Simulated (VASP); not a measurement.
O, 20 atoms in the cell. The cell holds a disordered packing, 20 atoms: a = 8.026 Å, b = 8.026 Å, c = 8.026 Å, α = 90.00°, β = 90.00°, γ = 90.00°. 

| Quantity | Value |
| --- | --- |
| Program | VASP 6.6.1 |
| Task | single point |
| Functional | PBE |
| Dispersion | D3(BJ) |
| Potentials or basis | VASP PAW PBE potentials, release 64 (O) |
| Cutoff | 520 eV |
| k mesh | 1 × 1 × 1 |
| Occupations | fermi-dirac, width 0.02 eV |
| Spin | collinear spin, ferromagnetic start |
| Starting moments | [0.56, 0.56, 0.56, 0.56, 0.56, 0.56, 0.56, 0.56, 0.56, 0.56, 0.56, 0.56, 0.56, 0.56, 0.56, 0.56, 0.56, 0.56, 0.56, 0.56] μB |
| Dipole correction | no |
| Further INCAR settings | LREAL = Auto; ALGO = Normal; EDIFF = 1e-06; NBANDS = 80 |

Potentials or basis: VASP PAW PBE potentials, release 64 (O).

Run with:

```sh
$ cat potpaw_PBE.64/O/POTCAR > POTCAR
$ mpirun -np 1 vasp_gam > vasp.out
```

Hardware: 1 thread of Intel(R) Xeon(R) Platinum 8259CL CPU @ 2.50GHz (Skylake/Cascade Lake) (shared host).

Problem. Estimate the wall time of this run.

Solution. Wall time 2 min on 1 thread of Intel(R) Xeon(R) Platinum 8259CL CPU @ 2.50GHz (Skylake/Cascade Lake), with other jobs on the host, peak memory 0.59 GiB. Counts: scf iterations 18, k points 1.
